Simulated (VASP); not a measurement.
Input of a VASP 6.6.1 run:

Contents of INCAR:

```
SYSTEM = SnBi2O5
PREC = Accurate
ENCUT = 520
EDIFF = 1E-6
ISMEAR = 0
SIGMA = 0.1
LREAL = Auto
LASPH = .True.
NELM = 80
ALGO = Normal
ISIF = 2
LWAVE = .False.
LCHARG = .True.
GGA = PE
LELF = .True.
LVHAR = .True.
NBANDS = 88
```

KPOINTS

```
Automatic mesh
0
Gamma
  4 4 2
  0 0 0
```

POSCAR

```
SnBi2O5
1.0
   -4.0564820240     -0.0006830869     -0.0002928642
   -0.0005147164      0.0101404677     -5.6931286098
   -0.0019496376    -10.5322223630      0.0185746109
Sn Bi O
2 4 10
Direct
    0.5000181191      0.2957362191      0.5000116787
    0.0000242496      0.7042774359      0.0000331712
   -0.0005606622      0.7418991938      0.3243438458
    1.0002461844      0.7420361717      0.6757713324
    0.4997329638      0.2587489703      0.8242769187
    0.5004606579      0.2571181617      0.1756873072
    0.4999312723      0.5299931199      0.3358575982
    0.5006619532      0.0499598997      0.3557520849
    0.4999923095      0.5308311983      0.6645547825
    0.4996750371      0.0503927313      0.6436432342
    0.0000053041      0.3865107412      0.5000723521
    0.0000148145      0.4695363189      0.8354875631
    0.0004474065      0.9497784641      0.8564830377
   -0.0000199391      0.4696054229      0.1639884652
   -0.0006594147      0.9498625209      0.1443283137
    0.5000297439      0.6137134304     -0.0002916857
```

Potentials or basis: VASP PAW PBE potentials, release 64 (Sn_d, Bi_d, O).

Run with:

```sh
$ cat potpaw_PBE.64/Sn_d/POTCAR potpaw_PBE.64/Bi_d/POTCAR potpaw_PBE.64/O/POTCAR > POTCAR
$ mpirun -np 1 vasp_std > vasp.out
```

**Question.** What does it give for the pressure?

**Answer.** 0.4 GPa.

**Question.** Predict the band gap on the k mesh.

**Answer.** 2.27 eV (least direct gap 2.35 eV).

**Question.** Predict the largest force.

**Answer.** 0.073 eV/Å.

Forces on the atoms (eV/Å):
```
Sn   0.000 -0.009 -0.003
Sn   0.001  0.014  0.005
Bi   0.001 -0.031 -0.043
Bi   0.003  0.025 -0.055
Bi  -0.001 -0.044  0.059
Bi  -0.003  0.034  0.026
O   -0.002 -0.003 -0.010
O    0.002  0.022  0.050
O   -0.001  0.010 -0.009
O   -0.001 -0.004  0.041
O    0.000  0.003 -0.010
O    0.000  0.004  0.014
O    0.001  0.014 -0.045
O    0.001 -0.002  0.014
O   -0.002 -0.028 -0.049
O    0.001 -0.004  0.015
```

Caveat: spin-orbit coupling is left out, which moves the levels of the heavy elements. A k mesh can miss the band edges.
